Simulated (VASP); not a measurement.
A run of VASP 6.6.1 is set up as follows.

The input POSCAR:

```
KCl
1.0
    3.9936633810      0.0000000000      0.0000000000
    0.0000000000      3.9936633810      0.0000000000
    0.0000000000      0.0000000000      3.9936633810
K Cl
1 1
Direct
    0.0000000000      0.0000000000      0.0000000000
    0.5000000000      0.5000000000      0.5000000000
```

INCAR.step1

```
SYSTEM = KCl
ALGO     = Normal         ! electronic algorithm
EDIFF    = 1E-4           ! SCF threshold, eV
ENCUT    = 520            ! plane-wave cutoff, eV
GGA      = PE             ! functional
ISMEAR   = 0              ! smearing method
LASPH    = .True.         ! aspherical terms in the spheres
LCHARG   = .False.        ! write CHGCAR
LREAL    = .False.        ! projectors in reciprocal space
LWAVE    = .True.         ! write WAVECAR
NBANDS   = 15             ! bands
NELM     = 100            ! most SCF steps
PREC     = Accurate       ! precision mode
SIGMA    = 0.01           ! smearing width, eV
```

The input INCAR.step2:

```
SYSTEM = KCl
ALGO     = Normal         ! electronic algorithm
EDIFF    = 1E-7           ! SCF threshold, eV
ENCUT    = 520            ! plane-wave cutoff, eV
ISIF     = 2              ! what is computed and relaxed
ISMEAR   = 0              ! smearing method
ISTART   = 1            
LASPH    = .True.         ! aspherical terms in the spheres
LCHARG   = .False.        ! write CHGCAR
LMIXTAU  = .True.       
LREAL    = .False.        ! projectors in reciprocal space
LWAVE    = .False.        ! write WAVECAR
METAGGA  = R2SCAN         ! meta-GGA
NBANDS   = 15             ! bands
NELM     = 100            ! most SCF steps
PREC     = Accurate       ! precision mode
SIGMA    = 0.01           ! smearing width, eV
```

File KPOINTS:

```
k-points
0
Gamma
  8 8 8
  0 0 0
```

Potentials or basis: VASP PAW PBE potentials, release 64 (K_sv, Cl).

The run is started by

```console
$ cat potpaw_PBE.64/K_sv/POTCAR potpaw_PBE.64/Cl/POTCAR > POTCAR
$ cp INCAR.step1 INCAR
$ mpirun -np 1 vasp_std > vasp.out
$ cp INCAR.step2 INCAR
$ mpirun -np 1 vasp_std > vasp.out
```

What does it give for the band gap on the k mesh?

5.08 eV (least direct gap 5.26 eV).

Estimate the pressure.

-2.6 GPa.

Caveat: the cell differs from its parent crystal (strain +5.9%); the PAW data sets were made with another functional, which shifts forces and pressure a little. A k mesh can miss the band edges.
